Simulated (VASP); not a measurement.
**InSe: single point with PBE**

System: InSe, a slab with vacuum.

```
CELL_PARAMETERS angstrom
4.03361 0.00000 0.00000
-2.01681 3.49321 0.00000
0.00000 0.00000 69.93026
ATOMIC_POSITIONS crystal
Se 0.00000 0.00000 0.34267
Se 0.00000 0.00000 0.41950
Se 0.66667 0.33333 0.46165
Se 0.66667 0.33333 0.53834
Se 0.33333 0.66667 0.58051
Se 0.33333 0.66667 0.65731
In 0.66667 0.33333 0.36113
In 0.66667 0.33333 0.40109
In 0.33333 0.66667 0.48001
In 0.33333 0.66667 0.51995
In 0.00000 0.00000 0.59889
In 0.00000 0.00000 0.63885
```

```
Program             : VASP 6.6.1
Task                : single point
Functional          : PBE
Potentials or basis : VASP PAW PBE potentials, release 64 (Se, In_d)
Cutoff              : 400 eV
k mesh              : 9 × 9 × 1
Occupations         : gaussian, width 0.02 eV
Spin                : no spin polarisation
```

```
Largest force          : 0.089 eV/Å
Band gap on the k mesh : 0.79 eV (least direct gap 0.83 eV)
```

Forces in eV/Å, atoms in the order of the input:
```
Se   0.000  0.000 -0.089
Se   0.000  0.000 -0.008
Se   0.000  0.000 -0.001
Se   0.000  0.000 -0.002
Se   0.000  0.000  0.003
Se   0.000  0.000  0.089
In   0.000  0.000 -0.058
In   0.000  0.000 -0.019
In   0.000  0.000  0.010
In   0.000  0.000 -0.006
In   0.000  0.000  0.021
In   0.000  0.000  0.059
```

Levels at points of the mesh, in eV from the valence-band top:
```tsv
k point	band 54	band 55	band 56	band 57	band 58	band 59	band 60	band 61
(0.00, 0.00, 0.00)	-0.88	-0.88	-0.62	-0.05	0.79	1.30	1.76	2.30
```

It took 47 min on 1 thread of Intel Xeon 8259CL, on a shared host, peak memory 0.95 GiB.

Caveat: spin-orbit coupling is left out, which moves the levels of the heavy elements.
